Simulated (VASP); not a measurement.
Set up this calculation in VASP 6.6.1, as the native input.

```yaml
Task: single point
Functional: PBE
Potentials_or_basis: VASP PAW PBE potentials, release 64 (Al, H)
Cutoff: 520 eV
k_mesh: 6 × 6 × 1
Occupations: gaussian, width 0.1 eV
Spin: no spin polarisation
Dipole_correction: yes
Further_INCAR_settings: ALGO = Normal; EDIFF = 1e-06; NBANDS = 32
```

The structure of Al6H lies in POSCAR:

```
Al6H
1.0
    5.7143028096      0.0000000000      0.0000000000
   -2.8571514048      4.9487313980      0.0000000000
    0.0000000000      0.0000000000     22.6016424636
Al H
12 2
Direct
    0.3333333333      0.1666666667      0.1769782885
    0.3333333333      0.6666666667      0.1769782885
    0.8333333333      0.1666666667      0.1769782885
    0.8333333333      0.6666666667      0.1769782885
    0.1666666667      0.3333333333      0.2787817904
    0.1666666667      0.8333333333      0.2787817904
    0.6666666667      0.3333333333      0.2787817904
    0.6666666667      0.8333333333      0.2787817904
    0.0000000000      0.0000000000      0.3805759903
    0.0000000000      0.5000000000      0.3805759903
    0.5000000000      0.0000000000      0.3805759903
    0.5000000000      0.5000000000      0.3805759903
    0.2121115019      0.4242230039      0.4571191001
    0.2878884981      0.5757769961      0.4571191001
```

These files were run (other wordings do the same):

INCAR

```
SYSTEM = Al6H
ALGO = Normal
DIPOL = 0.5 0.5 0.304
EDIFF = 1E-6
ENCUT = 520
GGA = PE
IDIPOL = 3
ISIF = 2
ISMEAR = 0
LASPH = .TRUE.
LCHARG = .FALSE.
LDIPOL = .TRUE.
LREAL = .FALSE.
LWAVE = .FALSE.
NBANDS = 32
NELM = 100
PREC = Accurate
SIGMA = 0.1
```

KPOINTS

```
k-points
0
G
  6 6 1
  0 0 0
```

Potentials or basis: VASP PAW PBE potentials, release 64 (Al, H).

Command:

```sh
$ cat potpaw_PBE.64/Al/POTCAR potpaw_PBE.64/H/POTCAR > POTCAR
$ mpirun -np 1 vasp_std > vasp.out
```

It gave:

| Item | Value |
| --- | --- |
| Largest force | 1.308 eV/Å |
| Band gap on the k mesh | zero (bands 19 and 20 overlap by 0.94 eV) |

Wall time 7 min on 1 thread of Intel(R) Xeon(R) Platinum 8488C (Sapphire Rapids), on a shared host, peak memory 0.7 GiB.
